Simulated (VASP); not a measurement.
# C (Cm) in VASP: single point with r2SCAN

Aim: the single point of C with r2SCAN.

Program: VASP 6.6.1. These are calculated values, not measurements. Logs are shortened: lines on timing, memory, paths and dates and some standing lists are left out, and cuts for length are marked.

## 1. The cell of the first run

The structure is monoclinic, space group Cm (No. 8). The conventional cell has a = 4.368 Å, b = 2.522 Å, c = 8.237 Å, α = 90.00°, β = 90.00°, γ = 90.00°. Within 2.0 Å of C (site symmetry m) lie 4 C at 1.49 to 1.74 Å. C (site symmetry m) has 4 C at 1.54 Å within 2.1 Å. C (site symmetry m) has 4 C at 1.54 Å within 2.1 Å. C (site symmetry m) has 4 C at 1.54 Å within 2.1 Å. Within 2.0 Å of C (site symmetry m) lie 4 C at 1.49 to 1.74 Å. C (site symmetry m) has 4 C at 1.54 Å within 2.1 Å. C (site symmetry m) has 4 C at 1.49 to 1.54 Å within 2.0 Å. Within 2.1 Å of C (site symmetry m) lie 4 C at 1.54 Å.

## 2. Single point, r2SCAN (atom 5 (C) moved -0.200 Å towards its neighbour atom 1 (C) at 1.544 Å)

POSCAR reads:

```
C
1.0
    2.5220988435      0.0000000000      0.0000000000
   -1.2610494217      2.1842016693      0.0000000000
    0.0000000000      0.0000000000      8.2371000000
C
8
Direct
    0.0000000000      0.0000000000      0.0937500000
    0.0000000000      0.0000000000      0.5937500000
    0.0000000000      0.0000000000      0.4062500000
    0.0000000000      0.0000000000      0.9062500000
    0.3764982832      0.7529965663      0.1643434281
    0.6666666667      0.3333333333      0.6562500000
    0.3333333333      0.6666666667      0.3437500000
    0.6666666667      0.3333333333      0.8437500000
```

INCAR.step1 reads:

```
ALGO = Normal
EDIFF = 1E-4
ENCUT = 520
GGA = PE
ISMEAR = 0
LASPH = True
LCHARG = False
LREAL = False
LWAVE = True
NBANDS = 26
NELM = 60
PREC = Accurate
SIGMA = 0.05
```

INCAR.step2 reads:

```
ALGO = Normal
EDIFF = 1E-6
ENCUT = 520
ISIF = 2
ISMEAR = 0
ISTART = 1
LASPH = True
LCHARG = True
LELF = True
LMIXTAU = True
LREAL = False
LVHAR = True
LWAVE = False
METAGGA = R2SCAN
NBANDS = 26
NELM = 60
PREC = Accurate
SIGMA = 0.05
```

KPOINTS reads:

```
k-points
0
Gamma
  12 12 4
```

Potentials or basis: VASP PAW PBE potentials, release 64 (C).

Command:

```bash
$ cat potpaw_PBE.64/C/POTCAR > POTCAR
$ cp INCAR.step1 INCAR
$ mpirun -np 1 vasp_std > vasp.out
$ cp INCAR.step2 INCAR
$ mpirun -np 1 vasp_std > vasp.out
```

OUTCAR:

```text
EDIFF = 1E-6
   ENCUT = 520
   ISIF = 2
   ISMEAR = 0
   ISTART = 1
   LASPH = True
   LREAL = False
   METAGGA = R2SCAN
   NELM = 60
   PREC = Accurate

 ion  position               nearest neighbor table
   1  0.000  0.000  0.094-   5 1.49   5 1.49   4 1.54   5 1.74
   2  0.000  0.000  0.594-   3 1.54   6 1.54   6 1.54   6 1.54
   3  0.000  0.000  0.406-   2 1.54   7 1.54   7 1.54   7 1.54
   4  0.000  0.000  0.906-   1 1.54   8 1.54   8 1.54   8 1.54
   5  0.376  0.753  0.164-   7 1.49   1 1.49   1 1.49   1 1.74
   6  0.667  0.333  0.656-   8 1.54   2 1.54   2 1.54   2 1.54
   7  0.333  0.667  0.344-   5 1.49   3 1.54   3 1.54   3 1.54
   8  0.667  0.333  0.844-   6 1.54   4 1.54   4 1.54   4 1.54

  LATTYP: Found a hexagonal cell.
 ALAT       =     2.5220988435
 C/A-ratio  =     3.2659703331

  Lattice vectors:

 A1 = (   2.5220988435,   0.0000000000,   0.0000000000)
 A2 = (  -1.2610494217,   2.1842016693,   0.0000000000)
 A3 = (   0.0000000000,   0.0000000000,   8.2371000000)

Analysis of symmetry for initial positions (statically):
=====================================================================
 Subroutine PRICEL returns:
 Original cell was already a primitive cell.

 Routine SETGRP: Setting up the symmetry group for a
 hexagonal supercell.

 Subroutine GETGRP returns: Found  2 space group operations
 (whereof  2 operations were pure point group operations)
 out of a pool of 24 trial point group operations.

The static configuration has the point symmetry C_1h.

Analysis of symmetry for dynamics (positions and initial velocities):
=====================================================================
 Subroutine PRICEL returns:
 Original cell was already a primitive cell.

 Routine SETGRP: Setting up the symmetry group for a
 hexagonal supercell.

 Subroutine GETGRP returns: Found  2 space group operations
 (whereof  2 operations were pure point group operations)
 out of a pool of 24 trial point group operations.

The dynamic configuration has the point symmetry C_1h.

 Subroutine INISYM returns: Found  2 space group operations
 (whereof  2 operations are pure point group operations),
 and found     1 'primitive' translations

----------------------------------------------------------------------------------------

                                     Primitive cell

  volume of cell :      45.3763

  direct lattice vectors                    reciprocal lattice vectors
     2.522098843  0.000000000  0.000000000     0.396495166  0.228916591  0.000000000
    -1.261049422  2.184201669  0.000000000     0.000000000  0.457833182  0.000000000
     0.000000000  0.000000000  8.237100000     0.000000000  0.000000000  0.121401950

  length of vectors
     2.522098843  2.522098843  8.237100000     0.457833182  0.457833182  0.121401950

  position of ions in fractional coordinates (direct lattice)
     0.000000000  0.000000000  0.093750000
     0.000000000  0.000000000  0.593750000
     0.000000000  0.000000000  0.406250000
     0.000000000  0.000000000  0.906250000
     0.376498283  0.752996566  0.164343428
     0.666666667  0.333333333  0.656250000
     0.333333333  0.666666667  0.343750000
     0.666666667  0.333333333  0.843750000

  ion indices of the primitive-cell ions
   primitive index   ion index
                 1           1
                 2           2
                 3           3
                 4           4
                 5           5
                 6           6
                 7           7
                 8           8

----------------------------------------------------------------------------------------

 KPOINTS: k-points

Automatic generation of k-mesh.
 Grid dimensions read from file:
 generate k-points for:   12   12    4

 Generating k-lattice:

  Cartesian coordinates                     Fractional coordinates (reciprocal lattice)
     0.033041264  0.019076383  0.000000000     0.083333333  0.000000000  0.000000000
     0.000000000  0.038152765  0.000000000     0.000000000  0.083333333  0.000000000
     0.000000000  0.000000000  0.030350487     0.000000000  0.000000000  0.250000000

  Length of vectors
     0.038152765  0.038152765  0.030350487

  Shift w.r.t. Gamma in fractional coordinates (k-lattice)
     0.000000000  0.000000000  0.000000000

 Subroutine IBZKPT returns following result:
 ===========================================

 Found    164 irreducible k-points:

 Following reciprocal coordinates:
            Coordinates               Weight
  0.000000  0.000000  0.000000      1.000000
  0.083333  0.000000  0.000000      4.000000
  0.000000  0.083333  0.000000      2.000000
  0.166667  0.000000  0.000000      4.000000
  0.000000  0.166667  0.000000      2.000000
  0.250000  0.000000  0.000000      4.000000
[... 16 lines left out ...]
 -0.083333  0.416667  0.000000      4.000000
 -0.416667  0.333333  0.000000      4.000000
 [... further k-points ...]
   k-points           NKPTS =    164   k-points in BZ     NKDIM =    164   number of bands    NBANDS=     26
   number of dos      NEDOS =    301   number of ions     NIONS =      8
   total plane-waves  NPLWV =  25600
   dimension x,y,z NGX =    20 NGY =   20 NGZ =   64
   dimension x,y,z NGXF=    40 NGYF=   40 NGZF=  128
   ions per type =               8
   NGX,Y,Z   is equivalent  to a cutoff of  13.18, 13.18, 12.92 a.u.
   NGXF,Y,Z  is equivalent  to a cutoff of  26.37, 26.37, 25.83 a.u.
 SYSTEM =  unknown system
   PREC   = accura    normal or accurate (medium, high low for compatibility)
   ISTART =      1    job   : 0-new  1-cont  2-samecut
   ICHARG =      0    charge: 1-file 2-atom 10-const
   ISPIN  =      1    spin polarized calculation?
   LNONCOLLINEAR =      F non collinear calculations
   LSORBIT =      F    spin-orbit coupling
   LASPH  =      T    aspherical Exc in radial PAW
   ENCUT  =  520.0 eV  38.22 Ry    6.18 a.u.   4.69  4.69 15.32*2*pi/ulx,y,z
   NELM   =     60;   NELMIN=  2; NELMDL=  0     # of ELM steps
   EDIFF  = 0.1E-05   stopping-criterion for ELM
   LREAL  =      F    real-space projection
   EDIFFG = 0.1E-04   stopping-criterion for IOM
   NSW    =      0    number of steps for IOM
   IBRION =     -1    ionic relax: 0-MD 1-quasi-New 2-CG
   NFREE  =      0    steps in history (QN), initial steepest desc. (CG)
   ISIF   =      2    stress and relaxation
   ISYM   =      2    0-nonsym 1-usesym 2-fastsym
   POTIM  = 0.5000    time-step for ionic-motion
   TEBEG  =    0.0;   TEEND  =   0.0 temperature during run
   PSTRESS=    0.0 pullay stress
   NELECT =      32.0000    total number of electrons
   NUPDOWN=      -1.0000    fix difference up-down
   EMIN   =  10.00;   EMAX   =-10.00  energy-range for DOS
   EFERMI =   0.00;   METHOD = LEGACY
   ISMEAR =     0;   SIGMA  =   0.05  broadening in eV -4-tet -1-fermi 0-gaus
   EFERMI_NEDOS =   21; number of points for ismear=-14 and -15
   IALGO  =     38    algorithm
   IMIX   =      4    mixing-type and parameters
     AMIX     =   0.40;   BMIX     =  1.00
     AMIX_MAG =   1.60;   BMIX_MAG =  1.00
  volume/ion in A,a.u.               =       5.67        38.28
  Fermi-wavevector in a.u.,A,eV,Ry     =   1.457186  2.753683 28.890503  2.123392
  Thomas-Fermi vector in A             =   2.574017
   LORBIT       =      0    0 simple, 1 ext, 2 COOP (PROOUT), +10 PAW based schemes
   METAGGA = R2SCAN    functional components
   LHFCALC =     F    Hartree Fock is set to
   AEXX    =    0.0000 exact exchange contribution
   IVDW    =     0    specifies the selected vdW correction
   LEPSILON=     F    determine dielectric tensor
   LRPA    =     F    only Hartree local field effects (RPA)
 non-spin polarized calculation
 Gauss-broadening in eV      SIGMA  =   0.05
  energy-cutoff  :      520.00
  volume of cell :       45.38
 maximum number of plane-waves:      1242
   NGX =  9   NGY =  9   NGZ = 31

 number of electron      31.9999994 magnetization

 Free energy of the ion-electron system (eV)
  ---------------------------------------------------
  ext. energy  EPLUGINS =         0.00000000
  ---------------------------------------------------
  free energy    TOTEN  =       -77.88248362 eV

  energy without entropy =      -77.88248362  energy(sigma->0) =      -77.88248362

 E-fermi :  11.7261     XC(G=0): -14.2567

 val. band max:       11.5080105952   @ k =   0.0000   0.0000   0.0000
 cond. band min:      13.8467746978   @ k =   0.0000   0.0000   0.0000
 fundamental gap:      2.3387641026
 Fermi energy:        11.7260638256

 k-point     1 :       0.0000    0.0000    0.0000
  band No.  band energies     occupation
      1     -13.0259      2.00000
      2     -11.3666      2.00000
      3     -11.0696      2.00000
      4      -6.9862      2.00000
      5      -4.4688      2.00000
      6       2.4243      2.00000
[... 18 lines left out ...]
     25      18.6074      0.00000
     26      18.8771      0.00000

 k-point     2 :       0.0833    0.0000    0.0000
  band No.  band energies     occupation
      1     -12.8478      2.00000
      2     -11.1918      2.00000
      3     -10.8942      2.00000
      4      -6.8254      2.00000
      5      -4.3097      2.00000
      6       2.4955      2.00000
[... 18 lines left out ...]
     25      19.0945      0.00000
     26      19.3429      0.00000

 k-point     3 :       0.0000    0.0833    0.0000
  band No.  band energies     occupation
      1     -12.8483      2.00000
      2     -11.1925      2.00000
      3     -10.8946      2.00000
      4      -6.8254      2.00000
      5      -4.3117      2.00000
      6       2.5031      2.00000
[... 572 lines left out ...]
 k-point    23 :      -0.0833    0.4167    0.0000
  band No.  band energies     occupation
      1      -9.4252      2.00000
      2      -7.8923      2.00000
      3      -7.5535      2.00000
      4      -3.8604      2.00000
      5      -3.0870      2.00000
      6      -1.8523      2.00000
[... 18 lines left out ...]
     25      21.8243      0.00000
     26      22.1197      0.00000

 k-point    24 :      -0.4167    0.3333    0.0000
  band No.  band energies     occupation
      1      -9.3824      2.00000
      2      -7.8408      2.00000
      3      -7.4979      2.00000
      4      -3.7717      2.00000
      5      -3.3726      2.00000
      6      -1.9036      2.00000
[... 18 lines left out ...]
     25      21.7144      0.00000
     26      22.2777      0.00000

 [... further k-points ...]

------------------------ aborting loop because EDIFF is reached ----------------------------------------

  FORCE on cell =-STRESS in cart. coord.  units (eV):
  Direction    XX          YY          ZZ          XY          YZ          ZX
  --------------------------------------------------------------------------------------
  -------------------------------------------------------------------------------------
  Total       -0.9528025     -0.4438622      3.0399507     -0.0000000     -0.0617941     -0.0000000
  in kB      -33.6421938    -15.6721840    107.3366264     -0.0000000     -2.1818682     -0.0000000
  external PRESSURE =      19.3407496 kB  Pullay stress =       0.0000000 kB

 VOLUME and BASIS-vectors are now :
 -----------------------------------------------------------------------------
  energy-cutoff  :      520.00
  volume of cell :       45.38
      direct lattice vectors                 reciprocal lattice vectors
     2.522098843  0.000000000  0.000000000     0.396495166  0.228916591  0.000000000
    -1.261049422  2.184201669  0.000000000     0.000000000  0.457833182  0.000000000
     0.000000000  0.000000000  8.237100000     0.000000000  0.000000000  0.121401950

 POSITION                                       TOTAL-FORCE (eV/Angst)
 -----------------------------------------------------------------------------------
      0.00000      0.00000      0.77223         0.000000      3.612031      0.359705
      0.00000      0.00000      4.89078         0.000000      0.141761     -0.375858
      0.00000      0.00000      3.34632        -0.000000     -0.061458      0.806421
      0.00000      0.00000      7.46487         0.000000      0.114006      0.730505
      0.00000      1.64470      1.35371        -0.000000     -4.817934     -2.821950
      1.26105      0.72807      5.40560        -0.000000     -0.005084     -0.319186
     -0.00000      1.45613      2.83150         0.000000      1.099270      1.236912
      1.26105      0.72807      6.95005        -0.000000     -0.082593      0.383451
 -----------------------------------------------------------------------------------
    total drift:                               -0.000000      0.000048      0.001115

  FREE ENERGIE OF THE ION-ELECTRON SYSTEM (eV)
  ---------------------------------------------------
  free  energy   TOTEN  =       -77.8824836211 eV

  energy  without entropy=      -77.8824836211  energy(sigma->0) =      -77.88248362
```

Run time: 4.1 min. Hardware: 1 thread of Intel Xeon 6975P-C (Granite Rapids), shared host; peak memory 0.25 GiB.

What came out:

| Property | Result |
| --- | --- |
| Free energy | -77.8825 eV |
| Pressure | 1.9 GPa |
| Largest force | 5.584 eV/Å |
| Band gap on the k mesh | 2.34 eV |

Forces on the atoms (eV/Å):
```
C    0.000  3.612  0.360
C    0.000  0.142 -0.376
C    0.000 -0.061  0.806
C    0.000  0.114  0.731
C    0.000 -4.818 -2.822
C    0.000 -0.005 -0.319
C    0.000  1.099  1.237
C    0.000 -0.083  0.383
```

Stress tensor (GPa, compression positive):
```
-3.36  0.00  0.00
 0.00 -1.57 -0.22
 0.00 -0.22 10.73
```

Caveat: the cell differs from its parent crystal (atom 5 (C) moved -0.200 Å towards its neighbour atom 1 (C) at 1.544 Å); the stress differs along the axes, from -3 to 11 GPa; the PAW data sets were made with another functional, which shifts forces and pressure a little.
